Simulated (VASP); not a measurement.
# Cu (I4/mmm) in VASP: notebook, part 2 of 2

VASP 6.6.1. The steps go on from the part before.

### 3 Single point, PBE (10.72 Å³/atom)

This run uses another cell than the first one, of 10.72 Å³/atom.

INCAR

```
PREC = Accurate
ENCUT = 520
EDIFF = 1E-6
ISMEAR = 0
SIGMA = 0.15
LREAL = F
LASPH = T
NELM = 60
ALGO = Normal
ISIF = 2
LWAVE = F
LCHARG = T
GGA = PE
LELF = T
LVHAR = T
NBANDS = 12
```

KPOINTS

```
Automatic mesh
0
Gamma
  24 24 24
```

POSCAR

```
Cu
1.0
   -1.4771026434      1.4771026434      1.2282108480
    1.4771026434     -1.4771026434      1.2282108480
    1.4771026434      1.4771026434     -1.2282108480
Cu
1
Direct
    0.0000000000      0.0000000000      0.0000000000
```

Potentials or basis: VASP PAW PBE potentials, release 64 (Cu).

Command:

```sh
> cat potpaw_PBE.64/Cu/POTCAR > POTCAR
> mpirun -np 1 vasp_std > vasp.out
```

OUTCAR:

```text
PREC = Accurate
   ENCUT = 520
   EDIFF = 1E-6
   ISMEAR = 0
   LREAL = F
   LASPH = T
   NELM = 60
   ISIF = 2
   GGA = PE

 ion  position               nearest neighbor table
   1  0.000  0.000  0.000-

  LATTYP: Found a body centered tetragonal cell.
 ALAT       =     2.9542052868
 C/A-ratio  =     0.8315000000

  Lattice vectors:

 A1 = (  -1.4771026434,   1.4771026434,   1.2282108480)
 A2 = (   1.4771026434,  -1.4771026434,   1.2282108480)
 A3 = (   1.4771026434,   1.4771026434,  -1.2282108480)

Analysis of symmetry for initial positions (statically):
=====================================================================
 Subroutine PRICEL returns:
 Original cell was already a primitive cell.

 Routine SETGRP: Setting up the symmetry group for a
 body centered tetragonal supercell.

 Subroutine GETGRP returns: Found 16 space group operations
 (whereof 16 operations were pure point group operations)
 out of a pool of 16 trial point group operations.

The static configuration has the point symmetry D_4h.

Analysis of symmetry for dynamics (positions and initial velocities):
=====================================================================
 Subroutine PRICEL returns:
 Original cell was already a primitive cell.

 Routine SETGRP: Setting up the symmetry group for a
 body centered tetragonal supercell.

 Subroutine GETGRP returns: Found 16 space group operations
 (whereof 16 operations were pure point group operations)
 out of a pool of 16 trial point group operations.

The dynamic configuration has the point symmetry D_4h.

 Subroutine INISYM returns: Found 16 space group operations
 (whereof 16 operations are pure point group operations),
 and found     1 'primitive' translations

----------------------------------------------------------------------------------------

                                     Primitive cell

  volume of cell :      10.7190

  direct lattice vectors                    reciprocal lattice vectors
    -1.477102643  1.477102643  1.228210848     0.000000000  0.338500511  0.407096225
     1.477102643 -1.477102643  1.228210848     0.338500511  0.000000000  0.407096225
     1.477102643  1.477102643 -1.228210848     0.338500511  0.338500511  0.000000000

  length of vectors
     2.423255316  2.423255316  2.423255316     0.529443040  0.529443040  0.478712014

  position of ions in fractional coordinates (direct lattice)
     0.000000000  0.000000000  0.000000000

  ion indices of the primitive-cell ions
   primitive index   ion index
                 1           1

----------------------------------------------------------------------------------------

 KPOINTS: Automatic mesh

Automatic generation of k-mesh.
 Grid dimensions read from file:
 generate k-points for:   24   24   24

 Generating k-lattice:

  Cartesian coordinates                     Fractional coordinates (reciprocal lattice)
     0.000000000  0.014104188  0.016962343     0.041666667  0.000000000  0.000000000
     0.014104188  0.000000000  0.016962343     0.000000000  0.041666667  0.000000000
     0.014104188  0.014104188  0.000000000     0.000000000  0.000000000  0.041666667

  Length of vectors
     0.022060127  0.022060127  0.019946334

  Shift w.r.t. Gamma in fractional coordinates (k-lattice)
     0.000000000  0.000000000  0.000000000

 Subroutine IBZKPT returns following result:
 ===========================================

 Found   1063 irreducible k-points:

 Following reciprocal coordinates:
            Coordinates               Weight
  0.000000  0.000000  0.000000      1.000000
  0.041667  0.000000  0.000000      8.000000
  0.083333  0.000000  0.000000      8.000000
  0.125000 -0.000000  0.000000      8.000000
  0.166667  0.000000 -0.000000      8.000000
  0.208333  0.000000  0.000000      8.000000
[... 16 lines left out ...]
  0.416667  0.041667  0.000000     16.000000
  0.458333  0.041667  0.000000     16.000000
 [... further k-points ...]
   k-points           NKPTS =   1063   k-points in BZ     NKDIM =   1063   number of bands    NBANDS=     12
   number of dos      NEDOS =    301   number of ions     NIONS =      1
   total plane-waves  NPLWV =   5832
   dimension x,y,z NGX =    18 NGY =   18 NGZ =   18
   dimension x,y,z NGXF=    36 NGYF=   36 NGZF=   36
   ions per type =               1
   NGX,Y,Z   is equivalent  to a cutoff of  12.35, 12.35, 12.35 a.u.
   NGXF,Y,Z  is equivalent  to a cutoff of  24.70, 24.70, 24.70 a.u.
 SYSTEM =  unknown system
   PREC   = accura    normal or accurate (medium, high low for compatibility)
   ISTART =      0    job   : 0-new  1-cont  2-samecut
   ICHARG =      2    charge: 1-file 2-atom 10-const
   ISPIN  =      1    spin polarized calculation?
   LNONCOLLINEAR =      F non collinear calculations
   LSORBIT =      F    spin-orbit coupling
   LASPH  =      T    aspherical Exc in radial PAW
   ENCUT  =  520.0 eV  38.22 Ry    6.18 a.u.   4.51  4.51  4.51*2*pi/ulx,y,z
   NELM   =     60;   NELMIN=  2; NELMDL= -5     # of ELM steps
   EDIFF  = 0.1E-05   stopping-criterion for ELM
   LREAL  =      F    real-space projection
   EDIFFG = 0.1E-04   stopping-criterion for IOM
   NSW    =      0    number of steps for IOM
   IBRION =     -1    ionic relax: 0-MD 1-quasi-New 2-CG
   NFREE  =      0    steps in history (QN), initial steepest desc. (CG)
   ISIF   =      2    stress and relaxation
   ISYM   =      2    0-nonsym 1-usesym 2-fastsym
   POTIM  = 0.5000    time-step for ionic-motion
   TEBEG  =    0.0;   TEEND  =   0.0 temperature during run
   PSTRESS=    0.0 pullay stress
   NELECT =      11.0000    total number of electrons
   NUPDOWN=      -1.0000    fix difference up-down
   EMIN   =  10.00;   EMAX   =-10.00  energy-range for DOS
   EFERMI =   0.00;   METHOD = LEGACY
   ISMEAR =     0;   SIGMA  =   0.15  broadening in eV -4-tet -1-fermi 0-gaus
   EFERMI_NEDOS =   21; number of points for ismear=-14 and -15
   IALGO  =     38    algorithm
   IMIX   =      4    mixing-type and parameters
     AMIX     =   0.40;   BMIX     =  1.00
     AMIX_MAG =   1.60;   BMIX_MAG =  1.00
  volume/ion in A,a.u.               =      10.72        72.34
  Fermi-wavevector in a.u.,A,eV,Ry     =   1.651281  3.120469 37.099397  2.726729
  Thomas-Fermi vector in A             =   2.740087
   LORBIT       =      0    0 simple, 1 ext, 2 COOP (PROOUT), +10 PAW based schemes
   GGA     = PE    functional components
   LHFCALC =     F    Hartree Fock is set to
   AEXX    =    0.0000 exact exchange contribution
   IVDW    =     0    specifies the selected vdW correction
   LEPSILON=     F    determine dielectric tensor
   LRPA    =     F    only Hartree local field effects (RPA)
 non-spin polarized calculation
 Gauss-broadening in eV      SIGMA  =   0.15
  energy-cutoff  :      520.00
  volume of cell :       10.72
 maximum number of plane-waves:       305
   NGX =  9   NGY =  9   NGZ =  9

 number of electron      11.0000009 magnetization

 Free energy of the ion-electron system (eV)
  ---------------------------------------------------
  ext. energy  EPLUGINS =         0.00000000
  ---------------------------------------------------
  free energy    TOTEN  =        -3.58884140 eV

  energy without entropy =       -3.58456597  energy(sigma->0) =       -3.58670368

 E-fermi :   8.8891     XC(G=0): -13.2929

 val. band max:        8.8889275889   @ k =   0.5000   0.1667   0.1250
 cond. band min:       8.8996633245   @ k =  -0.0833   0.4583   0.0833
 fundamental gap:      0.0107357355
 Fermi energy:         8.8891147217

 k-point     1 :       0.0000    0.0000    0.0000
  band No.  band energies     occupation
      1      -1.2567      2.00000
      2       4.9233      2.00000
      3       5.8317      2.00000
      4       5.8317      2.00000
      5       5.9080      2.00000
      6       6.8971      2.00000
      7      32.1319      0.00000
      8      32.1319      0.00000
      9      36.3618      0.00000
     10      37.3704      0.00000
     11      38.6126      0.00000
     12      40.0440      0.00000
[... 331 lines left out ...]
 k-point    24 :       0.4583    0.0417    0.0000
  band No.  band energies     occupation
      1       3.3168      2.00000
      2       4.3312      2.00000
      3       6.4396      2.00000
      4       7.0952      2.00000
      5       7.2770      2.00000
      6       8.8423      1.34108
      7      14.8040      0.00000
      8      25.3493      0.00000
      9      25.9939      0.00000
     10      30.6271      0.00000
     11      33.9202      0.00000
     12      41.8437      0.00000

 [... further k-points ...]
[... 5 lines left out ...]
  --------------------------------------------------------------------------------------
  -------------------------------------------------------------------------------------
  Total        1.2933787      1.2933787      2.0544098      0.0000000     -0.0000000      0.0000000
  in kB      193.3223337    193.3223337    307.0742388      0.0000000     -0.0000000      0.0000000
  external PRESSURE =     231.2396354 kB  Pullay stress =       0.0000000 kB

 VOLUME and BASIS-vectors are now :
 -----------------------------------------------------------------------------
  energy-cutoff  :      520.00
  volume of cell :       10.72
      direct lattice vectors                 reciprocal lattice vectors
    -1.477102643  1.477102643  1.228210848     0.000000000  0.338500511  0.407096225
     1.477102643 -1.477102643  1.228210848     0.338500511  0.000000000  0.407096225
     1.477102643  1.477102643 -1.228210848     0.338500511  0.338500511  0.000000000

 POSITION                                       TOTAL-FORCE (eV/Angst)
 -----------------------------------------------------------------------------------
      0.00000      0.00000      0.00000        -0.000000      0.000000     -0.000000
 -----------------------------------------------------------------------------------
    total drift:                                0.000000     -0.000000      0.000000

  FREE ENERGIE OF THE ION-ELECTRON SYSTEM (eV)
  ---------------------------------------------------
  free  energy   TOTEN  =        -3.5888414004 eV

  energy  without entropy=       -3.5845659690  energy(sigma->0) =       -3.58670368
```

stdout:

```text
POSCAR found type information on POSCAR Cu
 POSCAR found :  1 types and       1 ions
 scaLAPACK will be used
 LDA part: xc-table for (Slater+PW92), standard interpolation
 POSCAR, INCAR and KPOINTS ok, starting setup
 FFT: planning ... GRIDC
 FFT: planning ... GRID_SOFT
 FFT: planning ... GRID
 WAVECAR not read
 entering main loop
```

Wall time 63 s (1 thread of AMD EPYC 9R45 (Zen 5), shared host); peak memory 0.2 GiB.

What came out:

| Quantity | Value |
| --- | --- |
| Free energy | -3.5888 eV |
| Pressure | 23.1 GPa |
| Band gap on the k mesh | zero (an odd number of electrons rules out a gap without spin polarisation) |

Stress tensor (GPa, compression positive):
```
19.33  0.00  0.00
 0.00 19.33  0.00
 0.00  0.00 30.71
```

Levels at points of the mesh, in eV from the Fermi level:
```csv
k point,band 2,band 3,band 4,band 5,band 6,band 7,band 8,band 9,band 10,band 11
"(0.00, 0.00, 0.00)",-3.97,-3.06,-3.06,-2.98,-1.99,23.24,23.24,27.47,28.48,29.72
"(0.50, 0.00, 0.00)",-4.57,-2.43,-1.71,-1.52,-0.20,5.80,16.94,17.20,21.33,24.69
"(0.50, 0.50, 0.00)",-3.51,-3.04,-2.40,-1.80,-1.55,3.56,22.01,23.34,26.28,29.01
"(0.50, 0.50, 0.50)",-5.24,-1.70,-1.70,-1.51,6.30,6.30,12.49,13.45,14.22,21.05
```

Caveat: the cell stands under pressure.
